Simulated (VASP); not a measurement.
# Rh (P6_3/mmc) in VASP: further runs

The runs below take Rh through single point, with r2SCAN.

Program: VASP 6.6.1. These are calculated values, not measurements. Logs are shortened: lines on timing, memory, paths and dates and some standing lists are left out, and cuts for length are marked.

### Step 1. The cell of the first run

Symmetry: P6_3/mmc, No. 194, hexagonal system. Conventional cell: a = 2.731 Å, b = 2.731 Å, c = 4.428 Å, α = 90.00°, β = 90.00°, γ = 120.00°. Within 3.6 Å of Rh (site symmetry -6m2) lie 12 Rh at 2.72 to 2.73 Å.

### Step 2. Single point, r2SCAN

Contents of POSCAR:

```
Rh
1.0
    2.7309790000      0.0000000000      0.0000000000
   -1.3654900000      2.3650970000      0.0000000000
    0.0000000000      0.0000000000      4.4284890000
Rh
2
Direct
    0.6666666667      0.3333333333      0.7500000000
    0.3333333333      0.6666666667      0.2500000000
```

Contents of INCAR.step1:

```
SYSTEM = Rh
ALGO = Normal
EDIFF = 1E-4
ENCUT = 520
GGA = PE
ISMEAR = 1
LASPH = .True.
LCHARG = .False.
LREAL = .False.
LWAVE = .True.
NBANDS = 22
NELM = 80
PREC = Accurate
SIGMA = 0.1
```

Contents of INCAR.step2:

```
SYSTEM = Rh
ALGO = Normal
EDIFF = 1E-6
ENCUT = 520
ISIF = 2
ISMEAR = 1
ISTART = 1
LASPH = .True.
LCHARG = .False.
LMIXTAU = .True.
LREAL = .False.
LWAVE = .False.
METAGGA = R2SCAN
NBANDS = 22
NELM = 80
PREC = Accurate
SIGMA = 0.1
```

Contents of KPOINTS:

```
k-points
0
Gamma
  12 12 7
  0 0 0
```

Potentials or basis: VASP PAW PBE potentials, release 64 (Rh_pv).

Command:

```
$ cat potpaw_PBE.64/Rh_pv/POTCAR > POTCAR
$ cp INCAR.step1 INCAR
$ mpirun -np 1 vasp_std > vasp.out
$ cp INCAR.step2 INCAR
$ mpirun -np 1 vasp_std > vasp.out
```

OUTCAR:

```text
SYSTEM = Rh
   EDIFF = 1E-6
   ENCUT = 520
   ISIF = 2
   ISMEAR = 1
   ISTART = 1
   LASPH = .True.
   LREAL = .False.
   METAGGA = R2SCAN
   NELM = 80
   PREC = Accurate

 ion  position               nearest neighbor table
   1  0.667  0.333  0.750-   2 2.72   2 2.72   2 2.72   2 2.72   2 2.72   2 2.72
   2  0.333  0.667  0.250-   1 2.72   1 2.72   1 2.72   1 2.72   1 2.72   1 2.72

  LATTYP: Found a hexagonal cell.
 ALAT       =     2.7309790000
 C/A-ratio  =     1.6215756328

  Lattice vectors:

 A1 = (   2.7309790000,   0.0000000000,   0.0000000000)
 A2 = (  -1.3654900000,   2.3650970000,   0.0000000000)
 A3 = (   0.0000000000,   0.0000000000,   4.4284890000)

Analysis of symmetry for initial positions (statically):
=====================================================================
 Subroutine PRICEL returns:
 Original cell was already a primitive cell.

 Routine SETGRP: Setting up the symmetry group for a
 hexagonal supercell.

 Subroutine GETGRP returns: Found 24 space group operations
 (whereof 12 operations were pure point group operations)
 out of a pool of 24 trial point group operations.

The static configuration has the point symmetry D_3d.
 The point group associated with its full space group is D_6h.

Analysis of symmetry for dynamics (positions and initial velocities):
=====================================================================
 Subroutine PRICEL returns:
 Original cell was already a primitive cell.

 Routine SETGRP: Setting up the symmetry group for a
 hexagonal supercell.

 Subroutine GETGRP returns: Found 24 space group operations
 (whereof 12 operations were pure point group operations)
 out of a pool of 24 trial point group operations.

The dynamic configuration has the point symmetry D_3d.
 The point group associated with its full space group is D_6h.

 Subroutine INISYM returns: Found 24 space group operations
 (whereof 12 operations are pure point group operations),
 and found     1 'primitive' translations

----------------------------------------------------------------------------------------

                                     Primitive cell

  volume of cell :      28.6037

  direct lattice vectors                    reciprocal lattice vectors
     2.730979000  0.000000000  0.000000000     0.366169055  0.211407897  0.000000000
    -1.365490000  2.365097000  0.000000000     0.000000000  0.422815639  0.000000000
     0.000000000  0.000000000  4.428489000     0.000000000  0.000000000  0.225810655

  length of vectors
     2.730979000  2.730979084  4.428489000     0.422815652  0.422815639  0.225810655

  position of ions in fractional coordinates (direct lattice)
     0.666666667  0.333333333  0.750000000
     0.333333333  0.666666667  0.250000000

  ion indices of the primitive-cell ions
   primitive index   ion index
                 1           1
                 2           2

----------------------------------------------------------------------------------------

 KPOINTS: k-points

Automatic generation of k-mesh.
 Grid dimensions read from file:
 generate k-points for:   12   12    7

 Generating k-lattice:

  Cartesian coordinates                     Fractional coordinates (reciprocal lattice)
     0.030514088  0.017617325  0.000000000     0.083333333  0.000000000  0.000000000
     0.000000000  0.035234637  0.000000000     0.000000000  0.083333333  0.000000000
     0.000000000  0.000000000  0.032258665     0.000000000  0.000000000  0.142857143

  Length of vectors
     0.035234638  0.035234637  0.032258665

  Shift w.r.t. Gamma in fractional coordinates (k-lattice)
     0.000000000  0.000000000  0.000000000

 Subroutine IBZKPT returns following result:
 ===========================================

 Found     76 irreducible k-points:

 Following reciprocal coordinates:
            Coordinates               Weight
  0.000000  0.000000  0.000000      1.000000
  0.083333 -0.000000  0.000000      6.000000
  0.166667  0.000000  0.000000      6.000000
  0.250000  0.000000  0.000000      6.000000
  0.333333  0.000000  0.000000      6.000000
  0.416667 -0.000000  0.000000      6.000000
[... 16 lines left out ...]
  0.250000  0.000000  0.142857     12.000000
  0.333333  0.000000  0.142857     12.000000
 [... further k-points ...]
   k-points           NKPTS =     76   k-points in BZ     NKDIM =     76   number of bands    NBANDS=     22
   number of dos      NEDOS =    301   number of ions     NIONS =      2
   total plane-waves  NPLWV =  14400
   dimension x,y,z NGX =    20 NGY =   20 NGZ =   36
   dimension x,y,z NGXF=    40 NGYF=   40 NGZF=   72
   ions per type =               2
   NGX,Y,Z   is equivalent  to a cutoff of  12.17, 12.17, 13.51 a.u.
   NGXF,Y,Z  is equivalent  to a cutoff of  24.35, 24.35, 27.03 a.u.
 SYSTEM =  Rh
   PREC   = accura    normal or accurate (medium, high low for compatibility)
   ISTART =      1    job   : 0-new  1-cont  2-samecut
   ICHARG =      0    charge: 1-file 2-atom 10-const
   ISPIN  =      1    spin polarized calculation?
   LNONCOLLINEAR =      F non collinear calculations
   LSORBIT =      F    spin-orbit coupling
   LASPH  =      T    aspherical Exc in radial PAW
   ENCUT  =  520.0 eV  38.22 Ry    6.18 a.u.   5.08  5.08  8.23*2*pi/ulx,y,z
   NELM   =     80;   NELMIN=  2; NELMDL=  0     # of ELM steps
   EDIFF  = 0.1E-05   stopping-criterion for ELM
   LREAL  =      F    real-space projection
   EDIFFG = 0.1E-04   stopping-criterion for IOM
   NSW    =      0    number of steps for IOM
   IBRION =     -1    ionic relax: 0-MD 1-quasi-New 2-CG
   NFREE  =      0    steps in history (QN), initial steepest desc. (CG)
   ISIF   =      2    stress and relaxation
   ISYM   =      2    0-nonsym 1-usesym 2-fastsym
   POTIM  = 0.5000    time-step for ionic-motion
   TEBEG  =    0.0;   TEEND  =   0.0 temperature during run
   PSTRESS=    0.0 pullay stress
   NELECT =      30.0000    total number of electrons
   NUPDOWN=      -1.0000    fix difference up-down
   EMIN   =  10.00;   EMAX   =-10.00  energy-range for DOS
   EFERMI =   0.00;   METHOD = LEGACY
   ISMEAR =     1;   SIGMA  =   0.10  broadening in eV -4-tet -1-fermi 0-gaus
   EFERMI_NEDOS =   21; number of points for ismear=-14 and -15
   IALGO  =     38    algorithm
   IMIX   =      4    mixing-type and parameters
     AMIX     =   0.40;   BMIX     =  1.00
     AMIX_MAG =   1.60;   BMIX_MAG =  1.00
  volume/ion in A,a.u.               =      14.30        96.51
  Fermi-wavevector in a.u.,A,eV,Ry     =   1.663314  3.143208 37.642069  2.766614
  Thomas-Fermi vector in A             =   2.750053
   LORBIT       =      0    0 simple, 1 ext, 2 COOP (PROOUT), +10 PAW based schemes
   METAGGA = R2SCAN    functional components
   LHFCALC =     F    Hartree Fock is set to
   AEXX    =    0.0000 exact exchange contribution
   IVDW    =     0    specifies the selected vdW correction
   LEPSILON=     F    determine dielectric tensor
   LRPA    =     F    only Hartree local field effects (RPA)
 non-spin polarized calculation
 Methfessel and Paxton  Order N= 1 SIGMA  =   0.10
  energy-cutoff  :      520.00
  volume of cell :       28.60
 maximum number of plane-waves:       785
   NGX = 11   NGY = 11   NGZ = 17

 number of electron      30.0000007 magnetization

 Free energy of the ion-electron system (eV)
  ---------------------------------------------------
  ext. energy  EPLUGINS =         0.00000000
  ---------------------------------------------------
  free energy    TOTEN  =       -48.15544284 eV

  energy without entropy =      -48.15357966  energy(sigma->0) =      -48.15482178

 E-fermi :  11.1483     XC(G=0): -14.9131

 val. band max:       11.1481581117   @ k =   0.0833  -0.0000   0.4286
 cond. band min:      11.1554524393   @ k =   0.0833  -0.0000   0.2857
 fundamental gap:      0.0072943276
 Fermi energy:        11.1482993388

 k-point     1 :       0.0000    0.0000    0.0000
  band No.  band energies     occupation
      1     -37.3811      2.00000
      2     -36.7701      2.00000
      3     -36.7700      2.00000
      4     -36.6823      2.00000
      5     -36.6703      2.00000
      6     -36.6703      2.00000
[... 14 lines left out ...]
     21      28.4798      0.00000
     22      28.4798      0.00000

 k-point     2 :       0.0833   -0.0000    0.0000
  band No.  band energies     occupation
      1     -37.3661      2.00000
      2     -36.8044      2.00000
      3     -36.7811      2.00000
      4     -36.7060      2.00000
      5     -36.6885      2.00000
      6     -36.6758      2.00000
[... 14 lines left out ...]
     21      28.4803      0.00000
     22      28.4804      0.00000

 k-point     3 :       0.1667    0.0000    0.0000
  band No.  band energies     occupation
      1     -37.3231      2.00000
      2     -36.8984      2.00000
      3     -36.8107      2.00000
      4     -36.8021      2.00000
      5     -36.7073      2.00000
      6     -36.6917      2.00000
[... 14 lines left out ...]
     21      28.4800      0.00000
     22      28.4802      0.00000

 k-point     4 :       0.2500    0.0000    0.0000
  band No.  band energies     occupation
      1     -37.2584      2.00000
      2     -37.0271      2.00000
      3     -36.9302      2.00000
      4     -36.8499      2.00000
      5     -36.7388      2.00000
      6     -36.7144      2.00000
[... 14 lines left out ...]
     21      28.4800      0.00000
     22      28.5628      0.00000

 k-point     5 :       0.3333    0.0000    0.0000
  band No.  band energies     occupation
      1     -37.1824      2.00000
      2     -37.1559      2.00000
      3     -37.0547      2.00000
      4     -36.8879      2.00000
      5     -36.7815      2.00000
      6     -36.7380      2.00000
[... 14 lines left out ...]
     21      26.6299      0.00000
     22      27.6580      0.00000

 k-point     6 :       0.4167   -0.0000    0.0000
  band No.  band energies     occupation
      1     -37.2502      2.00000
      2     -37.1439      2.00000
      3     -37.1119      2.00000
      4     -36.9152      2.00000
      5     -36.8276      2.00000
      6     -36.7556      2.00000
[... 14 lines left out ...]
     21      25.2261      0.00000
     22      26.4310      0.00000

 k-point     7 :       0.5000    0.0000    0.0000
  band No.  band energies     occupation
      1     -37.2846      2.00000
      2     -37.1762      2.00000
      3     -37.0788      2.00000
      4     -36.9251      2.00000
      5     -36.8518      2.00000
      6     -36.7621      2.00000
[... 324 lines left out ...]
      6     -36.6752      2.00000
[... 14 lines left out ...]
     21      28.4803      0.00000
     22      28.4803      0.00000

 k-point    21 :       0.0833   -0.0000    0.1429
  band No.  band energies     occupation
      1     -37.3345      2.00000
      2     -36.7987      2.00000
      3     -36.7760      2.00000
      4     -36.7405      2.00000
      5     -36.6934      2.00000
      6     -36.6811      2.00000
[... 14 lines left out ...]
     21      28.4801      0.00000
     22      28.4803      0.00000

 k-point    22 :       0.1667    0.0000    0.1429
  band No.  band energies     occupation
      1     -37.2978      2.00000
      2     -36.8899      2.00000
      3     -36.8271      2.00000
      4     -36.8049      2.00000
      5     -36.7177      2.00000
      6     -36.6976      2.00000
[... 14 lines left out ...]
     21      28.4801      0.00000
     22      28.4802      0.00000

 k-point    23 :       0.2500    0.0000    0.1429
  band No.  band energies     occupation
      1     -37.2483      2.00000
      2     -37.0099      2.00000
      3     -36.9510      2.00000
      4     -36.8432      2.00000
      5     -36.7459      2.00000
      6     -36.7212      2.00000
[... 14 lines left out ...]
     21      28.4800      0.00000
     22      28.8637      0.00000

 k-point    24 :       0.3333    0.0000    0.1429
  band No.  band energies     occupation
      1     -37.2269      2.00000
      2     -37.1026      2.00000
      3     -37.0623      2.00000
      4     -36.8805      2.00000
      5     -36.7825      2.00000
      6     -36.7455      2.00000
[... 14 lines left out ...]
     21      27.0089      0.00000
     22      27.2511      0.00000

 [... further k-points ...]
[... 5 lines left out ...]
  --------------------------------------------------------------------------------------
  -------------------------------------------------------------------------------------
  Total       -1.5608972     -1.5608970     -1.5864305      0.0000003      0.0000000      0.0000000
  in kB      -87.4303070    -87.4302928    -88.8604971      0.0000185      0.0000000      0.0000000
  external PRESSURE =     -87.9070323 kB  Pullay stress =       0.0000000 kB

 VOLUME and BASIS-vectors are now :
 -----------------------------------------------------------------------------
  energy-cutoff  :      520.00
  volume of cell :       28.60
      direct lattice vectors                 reciprocal lattice vectors
     2.730979000  0.000000000  0.000000000     0.366169055  0.211407897  0.000000000
    -1.365490000  2.365097000  0.000000000     0.000000000  0.422815639  0.000000000
     0.000000000  0.000000000  4.428489000     0.000000000  0.000000000  0.225810655

 POSITION                                       TOTAL-FORCE (eV/Angst)
 -----------------------------------------------------------------------------------
      1.36549      0.78837      3.32137         0.000000      0.000000      0.000000
     -0.00000      1.57673      1.10712        -0.000000      0.000000      0.000000
 -----------------------------------------------------------------------------------
    total drift:                                0.000000     -0.000000      0.000000

  FREE ENERGIE OF THE ION-ELECTRON SYSTEM (eV)
  ---------------------------------------------------
  free  energy   TOTEN  =       -48.1554428438 eV

  energy  without entropy=      -48.1535796564  energy(sigma->0) =      -48.15482178
```

It took 1.8 min on 1 thread of Intel Xeon 6975P-C (Granite Rapids), shared host; peak memory 0.17 GiB.

What came out:

| Item | Value |
| --- | --- |
| Free energy | -48.1554 eV |
| Pressure | -8.8 GPa |
| Band gap on the k mesh | zero (band 15 reaches 11.70 eV, above the bottom of band 16 at 9.40 eV) |

Levels at points of the mesh, in eV from the Fermi level:
```
           k point  band 13  band 14  band 15  band 16  band 17  band 18
(0.00, 0.00, 0.00)    -2.49    -1.89    -1.89     0.10     0.10     0.87
(0.50, 0.00, 0.00)    -2.07     0.39     0.56     0.68     3.06     5.20
```

Caveat: the PAW data sets were made with another functional, which shifts forces and pressure a little.

### Step 3. Single point, r2SCAN

This run uses another cell than the first one, of 14.87 Å³/atom, 1.040 times its volume.

Contents of POSCAR:

```
Rh
1.0
    2.7669170555      0.0000000000      0.0000000000
   -1.3834590343      2.3962202665      0.0000000000
    0.0000000000      0.0000000000      4.4867652751
Rh
2
Direct
    0.6666666667      0.3333333333      0.7500000000
    0.3333333333      0.6666666667      0.2500000000
```

INCAR.step1, as its differences from that of step 2:

```diff
@@ -11,3 +11,3 @@
 NBANDS = 22
-NELM = 80
+NELM = 60
 PREC = Accurate
```

Contents of INCAR.step2:

```
SYSTEM = Rh
ALGO = Normal
EDIFF = 1E-6
ENCUT = 520
ISIF = 2
ISMEAR = 1
ISTART = 1
LASPH = .True.
LCHARG = .True.
LELF = .True.
LMIXTAU = .True.
LREAL = .False.
LVHAR = .True.
LWAVE = .False.
METAGGA = R2SCAN
NBANDS = 22
NELM = 60
PREC = Accurate
SIGMA = 0.1
```

KPOINTS is that of step 2.

Potentials or basis: VASP PAW PBE potentials, release 64 (Rh_pv).

Command:

```
$ cat potpaw_PBE.64/Rh_pv/POTCAR > POTCAR
$ cp INCAR.step1 INCAR
$ mpirun -np 1 vasp_std > vasp.out
$ cp INCAR.step2 INCAR
$ mpirun -np 1 vasp_std > vasp.out
```

OUTCAR:

```text
SYSTEM = Rh
   EDIFF = 1E-6
   ENCUT = 520
   ISIF = 2
   ISMEAR = 1
   ISTART = 1
   LASPH = .True.
   LREAL = .False.
   METAGGA = R2SCAN
   NELM = 60
   PREC = Accurate

 ion  position               nearest neighbor table
   1  0.667  0.333  0.750-   2 2.75   2 2.75   2 2.75   2 2.75   2 2.75   2 2.75
   2  0.333  0.667  0.250-   1 2.75   1 2.75   1 2.75   1 2.75   1 2.75   1 2.75

  LATTYP: Found a hexagonal cell.
 ALAT       =     2.7669170555
 C/A-ratio  =     1.6215756328

  Lattice vectors:

 A1 = (   2.7669170555,   0.0000000000,   0.0000000000)
[... 193 lines left out ...]
      5     -37.2779      2.00000
      6     -37.2779      2.00000
[... 589 lines left out ...]
     21      25.9880      0.00000
     22      26.2912      0.00000

 [... further k-points ...]
[... 5 lines left out ...]
  --------------------------------------------------------------------------------------
  -------------------------------------------------------------------------------------
  Total       -3.1346678     -3.1346673     -3.1960784      0.0000007      0.0000000      0.0000000
  in kB     -168.8285465   -168.8285192   -172.1360272      0.0000357      0.0000000      0.0000000
  external PRESSURE =    -169.9310310 kB  Pullay stress =       0.0000000 kB

 VOLUME and BASIS-vectors are now :
 -----------------------------------------------------------------------------
  energy-cutoff  :      520.00
  volume of cell :       29.75
      direct lattice vectors                 reciprocal lattice vectors
     2.766917056  0.000000000  0.000000000     0.361413075  0.208662029  0.000000000
    -1.383459034  2.396220266  0.000000000     0.000000000  0.417323905  0.000000000
     0.000000000  0.000000000  4.486765275     0.000000000  0.000000000  0.222877717

 POSITION                                       TOTAL-FORCE (eV/Angst)
 -----------------------------------------------------------------------------------
      1.38346      0.79874      3.36507         0.000000      0.000000      0.000000
     -0.00000      1.59748      1.12169        -0.000000      0.000000      0.000000
 -----------------------------------------------------------------------------------
    total drift:                                0.000000     -0.000000      0.000000

  FREE ENERGIE OF THE ION-ELECTRON SYSTEM (eV)
  ---------------------------------------------------
  free  energy   TOTEN  =       -48.0628236171 eV

  energy  without entropy=      -48.0609883592  energy(sigma->0) =      -48.06221186
```

Run time: 1.9 min. Hardware: 1 thread of Intel Xeon 6975P-C (Granite Rapids), shared host; peak memory 0.18 GiB.

What came out:

* Free energy: -48.0628 eV
* Pressure: -17.0 GPa
* Band gap on the k mesh: zero (band 15 reaches 10.98 eV, above the bottom of band 16 at 8.82 eV)

Stress tensor (GPa, compression positive):
```
-16.88   0.00   0.00
  0.00 -16.88   0.00
  0.00   0.00 -17.21
```

Caveat: the PAW data sets were made with another functional, which shifts forces and pressure a little.

(Part 1 of 2 ends here.)
